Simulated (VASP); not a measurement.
# Ta: single point with r2SCAN

Crystal: Ta.

```
CELL_PARAMETERS angstrom
5.28676 0.00000 0.00000
0.00000 5.28676 0.00000
0.00000 0.00000 5.28676
ATOMIC_POSITIONS crystal
Ta 0.00000 0.00000 0.00000
Ta 0.50000 0.50000 0.50000
Ta 0.25000 0.00000 0.50000
Ta 0.75000 0.00000 0.50000
Ta 0.50000 0.25000 0.00000
Ta 0.50000 0.75000 0.00000
Ta 0.00000 0.50000 0.25000
Ta 0.00000 0.50000 0.75000
```

```json
{
 "Program": "VASP 6.6.1",
 "Task": "single point",
 "Functional": "r2SCAN",
 "Potentials or basis": "VASP PAW PBE potentials, release 64 (Ta_pv)",
 "Cutoff": "520 eV",
 "k mesh": "7 × 7 × 7",
 "Occupations": "fermi-dirac, width 0.1 eV",
 "Spin": "no spin polarisation"
}
```

```json
{
  "Pressure": "0.7 GPa",
  "Band gap on the k mesh": "zero (bands 44 and 45 overlap by 0.37 eV)"
}
```

Levels at points of the mesh, in eV from the Fermi level:
| k point | band 41 | band 42 | band 43 | band 44 | band 45 | band 46 | band 47 | band 48 |
| --- | --- | --- | --- | --- | --- | --- | --- | --- |
| (0.00, 0.00, 0.00) | -1.25 | -1.10 | -0.82 | -0.82 | 0.18 | 0.18 | 0.96 | 0.96 |

It took 7.1 min on 1 thread of Intel(R) Xeon(R) Platinum 8259CL CPU @ 2.50GHz (Skylake/Cascade Lake), with other jobs on the host, peak memory 0.31 GiB.

Caveat: the PAW data sets were made with another functional, which shifts forces and pressure a little; spin-orbit coupling is left out, which moves the levels of the heavy elements.
